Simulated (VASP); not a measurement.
# MgTe (F-43m) in VASP: G0W0 quasiparticle levels with LDA

Aim: the G0W0 quasiparticle levels of MgTe with LDA.

Program: VASP 6.6.1. These are calculated values, not measurements. Logs are shortened: lines on timing, memory, paths and dates and some standing lists are left out, and cuts for length are marked.

### 1 The cell of the first run

Symmetry: F-43m, No. 216, cubic system. The conventional cell has a = 6.466 Å, b = 6.466 Å, c = 6.466 Å, α = 90.00°, β = 90.00°, γ = 90.00°. Within 3.7 Å of Mg (site symmetry -43m) lie 4 Te at 2.80 Å. Within 3.7 Å of Te (site symmetry -43m) lie 4 Mg at 2.80 Å.

### 2 G0W0 quasiparticle levels, LDA

POSCAR reads:

```
MgTe
1.0
    0.0000000000      3.2331115436      3.2331115436
    3.2331115436      0.0000000000      3.2331115436
    3.2331115436      3.2331115436      0.0000000000
Mg Te
1 1
Direct
    0.0000000000      0.0000000000      0.0000000000
    0.2500000000      0.2500000000      0.2500000000
```

INCAR.step1 reads:

```
PREC = Accurate ; ENCUT = 500
EDIFF = 1E-8 ; ISMEAR = 0
SIGMA = 0.01 ; LREAL = F
LASPH = T ; NELM = 80
ALGO = Normal ; LWAVE = T
LCHARG = F
```

INCAR.step2 reads:

```
PREC = Accurate ; ENCUT = 500
EDIFF = 1E-8 ; ISMEAR = 0
SIGMA = 0.01 ; LREAL = F
LASPH = T ; NELM = 1
ALGO = Exact ; LWAVE = T
LCHARG = F ; NBANDS = 34
LOPTICS = T ; ISTART = 1
```

INCAR.step3 reads:

```
PREC = Accurate ; ENCUT = 500
EDIFF = 1E-8 ; ISMEAR = 0
SIGMA = 0.01 ; LREAL = F
LASPH = T ; ALGO = EVGW0
LWAVE = F ; LCHARG = F
NELMGW = 1 ; NBANDS = 34
ENCUTGW = 60.0 ; NOMEGA = 48
PRECFOCK = Fast ; ISTART = 1
NBANDSGW = 12
```

KPOINTS reads:

```
regular mesh
0
Gamma
  2 2 2
```

Potentials or basis: VASP PAW LDA potentials, release 64 (Mg_GW, Te_GW).

The run is started by

```
cat potpaw_LDA.64/Mg_GW/POTCAR potpaw_LDA.64/Te_GW/POTCAR > POTCAR
cp INCAR.step1 INCAR
mpirun -np 1 vasp_std > vasp.out
cp INCAR.step2 INCAR
mpirun -np 1 vasp_std > vasp.out
cp INCAR.step3 INCAR
mpirun -np 1 vasp_std > vasp.out
```

OUTCAR:

```text
PREC = Accurate
   ENCUT = 500
   EDIFF = 1E-8
   ISMEAR = 0
   LREAL = F
   LASPH = T
   NELMGW = 1
   ENCUTGW = 60.0
   PRECFOCK = Fast
   ISTART = 1

 ion  position               nearest neighbor table
   1  0.000  0.000  0.000-   2 2.80   2 2.80   2 2.80   2 2.80
   2  0.250  0.250  0.250-   1 2.80   1 2.80   1 2.80   1 2.80

  LATTYP: Found a face centered cubic cell.
 ALAT       =     6.4662230872

  Lattice vectors:

 A1 = (   0.0000000000,   3.2331115436,   3.2331115436)
 A2 = (   3.2331115436,   0.0000000000,   3.2331115436)
 A3 = (   3.2331115436,   3.2331115436,   0.0000000000)

Analysis of symmetry for initial positions (statically):
=====================================================================
 Subroutine PRICEL returns:
 Original cell was already a primitive cell.

 Routine SETGRP: Setting up the symmetry group for a
 face centered cubic supercell.

 Subroutine GETGRP returns: Found 24 space group operations
 (whereof 24 operations were pure point group operations)
 out of a pool of 48 trial point group operations.

The static configuration has the point symmetry T_d .

Analysis of symmetry for dynamics (positions and initial velocities):
=====================================================================
 Subroutine PRICEL returns:
 Original cell was already a primitive cell.

 Routine SETGRP: Setting up the symmetry group for a
 face centered cubic supercell.

 Subroutine GETGRP returns: Found 24 space group operations
 (whereof 24 operations were pure point group operations)
 out of a pool of 48 trial point group operations.

The dynamic configuration has the point symmetry T_d .

 Subroutine INISYM returns: Found 24 space group operations
 (whereof 24 operations are pure point group operations),
 and found     1 'primitive' translations

----------------------------------------------------------------------------------------

                                     Primitive cell

  volume of cell :      67.5915

  direct lattice vectors                    reciprocal lattice vectors
     0.000000000  3.233111544  3.233111544    -0.154649783  0.154649783  0.154649783
     3.233111544  0.000000000  3.233111544     0.154649783 -0.154649783  0.154649783
     3.233111544  3.233111544  0.000000000     0.154649783  0.154649783 -0.154649783

  length of vectors
     4.572310194  4.572310194  4.572310194     0.267861282  0.267861282  0.267861282

  position of ions in fractional coordinates (direct lattice)
     0.000000000  0.000000000  0.000000000
     0.250000000  0.250000000  0.250000000

  ion indices of the primitive-cell ions
   primitive index   ion index
                 1           1
                 2           2

----------------------------------------------------------------------------------------

 KPOINTS: regular mesh

Automatic generation of k-mesh.
 Grid dimensions read from file:
 generate k-points for:    2    2    2

 Generating k-lattice:

  Cartesian coordinates                     Fractional coordinates (reciprocal lattice)
    -0.077324892  0.077324892  0.077324892     0.500000000  0.000000000  0.000000000
     0.077324892 -0.077324892  0.077324892     0.000000000  0.500000000  0.000000000
     0.077324892  0.077324892 -0.077324892     0.000000000  0.000000000  0.500000000

  Length of vectors
     0.133930641  0.133930641  0.133930641

  Shift w.r.t. Gamma in fractional coordinates (k-lattice)
     0.000000000  0.000000000  0.000000000

 Subroutine IBZKPT returns following result:
 ===========================================

 Found      3 irreducible k-points:

 Following reciprocal coordinates:
            Coordinates               Weight
  0.000000  0.000000  0.000000      1.000000
  0.500000  0.000000  0.000000      4.000000
  0.500000  0.500000  0.000000      3.000000
   k-points           NKPTS =      3   k-points in BZ     NKDIM =      8   number of bands    NBANDS=     34
   number of dos      NEDOS =    301   number of ions     NIONS =      2
   total plane-waves  NPLWV =  46656
   dimension x,y,z NGX =    36 NGY =   36 NGZ =   36
   dimension x,y,z NGXF=    72 NGYF=   72 NGZF=   72
   ions per type =               1   1
   NGX,Y,Z   is equivalent  to a cutoff of  13.09, 13.09, 13.09 a.u.
   NGXF,Y,Z  is equivalent  to a cutoff of  26.18, 26.18, 26.18 a.u.
 SYSTEM =  unknown system
   PREC   = accura    normal or accurate (medium, high low for compatibility)
   ISTART =      1    job   : 0-new  1-cont  2-samecut
   ICHARG =      0    charge: 1-file 2-atom 10-const
   ISPIN  =      1    spin polarized calculation?
   LNONCOLLINEAR =      F non collinear calculations
   LSORBIT =      F    spin-orbit coupling
   LASPH  =      T    aspherical Exc in radial PAW
   ENCUT  =  500.0 eV  36.75 Ry    6.06 a.u.   8.34  8.34  8.34*2*pi/ulx,y,z
   NELM   =     60;   NELMIN=  2; NELMDL=  0     # of ELM steps
   EDIFF  = 0.1E-07   stopping-criterion for ELM
   LREAL  =      F    real-space projection
   EDIFFG = 0.1E-06   stopping-criterion for IOM
   NSW    =      0    number of steps for IOM
   IBRION =     -1    ionic relax: 0-MD 1-quasi-New 2-CG
   NFREE  =      0    steps in history (QN), initial steepest desc. (CG)
   ISIF   =      0    stress and relaxation
   ISYM   =      3    0-nonsym 1-usesym 2-fastsym
   POTIM  = 0.5000    time-step for ionic-motion
   TEBEG  =    0.0;   TEEND  =   0.0 temperature during run
   PSTRESS=    0.0 pullay stress
   NELECT =       8.0000    total number of electrons
   NUPDOWN=      -1.0000    fix difference up-down
   EMIN   =  10.00;   EMAX   =-10.00  energy-range for DOS
   EFERMI =   0.00;   METHOD = LEGACY
   ISMEAR =     0;   SIGMA  =   0.01  broadening in eV -4-tet -1-fermi 0-gaus
   EFERMI_NEDOS =   21; number of points for ismear=-14 and -15
   IALGO  =     38    algorithm
   IMIX   =      4    mixing-type and parameters
     AMIX     =   0.40;   BMIX     =  1.00
     AMIX_MAG =   1.60;   BMIX_MAG =  1.00
  volume/ion in A,a.u.               =      33.80       228.06
  Fermi-wavevector in a.u.,A,eV,Ry     =   0.803787  1.518937  8.790357  0.646073
  Thomas-Fermi vector in A             =   1.911720
   LORBIT       =      0    0 simple, 1 ext, 2 COOP (PROOUT), +10 PAW based schemes
   GGA     = CA    functional components
   LHFCALC =     T    Hartree Fock is set to
   PRECFOCK=fast      Normal, Fast or Accurate (Low or Medium for compatibility)
   ENCUT4O =  -1.0   cutoff for four orbital integrals eV
   NKREDX  =     1    reduce k-point grid by
   NKREDY  =     1    reduce k-point grid by
   NKREDZ  =     1    reduce k-point grid by
   AEXX    =    1.0000 exact exchange contribution
   HFSCREEN=    0.0000 screening length (either q_TF or 0.3 A-1)
   HFSCREENC=   0.0000 screening length for correlation (either q_TF or 0.3 A-1)
   ENCUTFOCK=  -1.0 apply spherical cutoff to Coloumb kernel
   IVDW    =     0    specifies the selected vdW correction
   LEPSILON=     F    determine dielectric tensor
   LRPA    =     F    only Hartree local field effects (RPA)
   LRPAFORCE           =     F    calculate RPA forces
   ENCUTGW             =  60.0    cutoff for response function in eV
   ENCUTGWSOFT         =  48.0    soft cutoff for Coulomb kernel in GW response function in eV
   ENCUTLF             =  -1.0    cutoff for local field effects
   NELMGW              =     1    number of iterations in solving QP/BSE equation
   NELMHF              =     1    number of iterations in the inner HF iteration
   NKREDLFX            =     1    NKREDLFY  =   1   NKREDLFZ  =   1
 non-spin polarized calculation
 Gauss-broadening in eV      SIGMA  =   0.01
  energy-cutoff  :      500.00
  volume of cell :       67.59
 maximum number of plane-waves:      1724
 NGX is ok and might be reduce to    36
  NGX = 18; NGY = 18; NGZ = 18
   NGX = 17   NGY = 17   NGZ = 17
 maximum number of plane-waves:        70
 NGX is ok and might be reduce to    14

 QP shifts <psi_nk| G(iteration)W_0 |psi_nk>: iteration 1
 for sc-GW calculations column KS-energies equals QP-energies in previous step
 and V_xc(KS)=  KS-energies - (<T + V_ion + V_H > + <T+V_H+V_ion>^1  + <V_x>^1)

 k-point   1 :       0.0000    0.0000    0.0000
  band No.  KS-energies  QP-energies   sigma(KS)   V_xc(KS)     V^pw_x(r,r')   Z            occupation Imag(sigma)

      1      -8.2419      -8.2477     -10.9852     -10.9760     -17.0770       0.6288       2.0000       0.9765
      2       1.9559       1.8595     -10.8389     -10.7113     -13.4510       0.7561       2.0000       0.0944
      3       1.9559       1.8595     -10.8389     -10.7113     -13.4510       0.7561       2.0000       0.0944
      4       1.9559       1.8595     -10.8389     -10.7113     -13.4510       0.7561       2.0000       0.0944
      5       4.0108       4.9153      -6.8834      -8.0723      -3.2049       0.7608       0.0000      -0.1034
      6       7.1405       7.8708      -6.9453      -7.9134      -3.0681       0.7543       0.0000      -0.1175
      7       7.1405       7.8708      -6.9453      -7.9134      -3.0681       0.7543       0.0000      -0.1175
      8       7.1405       7.8708      -6.9453      -7.9134      -3.0681       0.7543       0.0000      -0.1175
      9      10.2030      10.6722      -6.1835      -6.8296      -1.4957       0.7262       0.0000      -0.2903
     10      10.4106      11.2028      -7.0410      -8.0825      -2.9764       0.7606       0.0000      -0.1542
     11      10.4106      11.2028      -7.0410      -8.0825      -2.9764       0.7606       0.0000      -0.1542
     12      11.9487      12.4535      -6.0127      -6.6629      -1.4619       0.7764       0.0000      -0.4444

 k-point   2 :       0.5000    0.0000    0.0000
  band No.  KS-energies  QP-energies   sigma(KS)   V_xc(KS)     V^pw_x(r,r')   Z            occupation Imag(sigma)

      1      -7.6276      -7.7247     -11.5851     -11.4481     -17.2768       0.7085       2.0000       0.9032
      2      -1.4093      -1.8589      -9.4866      -8.8906     -12.1090       0.7544       2.0000       0.1395
      3       1.5181       1.3623     -10.6723     -10.4657     -13.2638       0.7541       2.0000       0.0831
      4       1.5181       1.3623     -10.6723     -10.4657     -13.2638       0.7541       2.0000       0.0831
      5       4.8319       5.6292      -6.8258      -7.8635      -3.1447       0.7683       0.0000      -0.0984
      6       7.2033       7.8346      -6.7057      -7.5448      -2.8389       0.7524       0.0000      -0.1126
      7       7.2033       7.8346      -6.7057      -7.5448      -2.8389       0.7524       0.0000      -0.1126
      8       8.9382       9.2730      -6.3453      -6.8011      -2.0779       0.7343       0.0000      -0.2302
      9      11.3236      12.0551      -7.1101      -8.0541      -2.6406       0.7749       0.0000      -0.4289
     10      12.3316      13.0490      -6.8049      -7.7641      -2.0291       0.7479       0.0000      -0.4986
     11      12.3316      13.0490      -6.8049      -7.7641      -2.0291       0.7479       0.0000      -0.4986
     12      12.6711      13.5837      -7.3662      -8.5889      -3.1277       0.7463       0.0000      -0.2194

 k-point   3 :       0.5000    0.5000    0.0000
  band No.  KS-energies  QP-energies   sigma(KS)   V_xc(KS)     V^pw_x(r,r')   Z            occupation Imag(sigma)

      1      -7.4179      -7.5002     -11.7259     -11.6148     -17.3450       0.7412       2.0000       0.9153
      2      -1.2292      -1.6364      -9.6663      -9.1230     -12.3199       0.7495       2.0000       0.1357
      3       0.7180       0.4525     -10.2834      -9.9321     -12.8482       0.7558       2.0000       0.0899
      4       0.7180       0.4525     -10.2834      -9.9321     -12.8482       0.7558       2.0000       0.0899
      5       4.4540       4.8709      -6.1110      -6.6469      -2.4829       0.7779       0.0000      -0.0933
      6       5.1807       5.8290      -6.7566      -7.6121      -3.1324       0.7577       0.0000      -0.0929
      7      11.2422      12.0441      -7.2309      -8.2924      -2.5523       0.7555       0.0000      -0.4483
      8      11.2422      12.0441      -7.2309      -8.2924      -2.5523       0.7555       0.0000      -0.4483
      9      11.5120      12.4732      -7.7690      -8.9991      -3.4332       0.7813       0.0000      -0.4553
     10      13.2236      14.2701      -7.5841      -8.9854      -3.3021       0.7468       0.0000      -0.2385
     11      13.2236      14.2701      -7.5841      -8.9854      -3.3021       0.7468       0.0000      -0.2385
     12      13.5608      14.4164      -6.6903      -7.7790      -1.8073       0.7859       0.0000      -0.6061
```

Wall time 48 s (1 thread of Intel Xeon 6975P-C (Granite Rapids), shared host); peak memory 0.47 GiB.

Results:

```
Band gap on the k mesh, mean-field level : 2.05 eV, direct
Quasiparticle gap                        : 3.01 eV
Least direct quasiparticle gap           : 3.06 eV
```

Caveat: the k points lie up to 0.84 Å⁻¹ apart; bands, screening cutoff and mesh are small and nothing is extrapolated, so the quasiparticle values aren't converged; spin-orbit coupling is left out, which moves the levels of the heavy elements. A k mesh can miss the band edges.
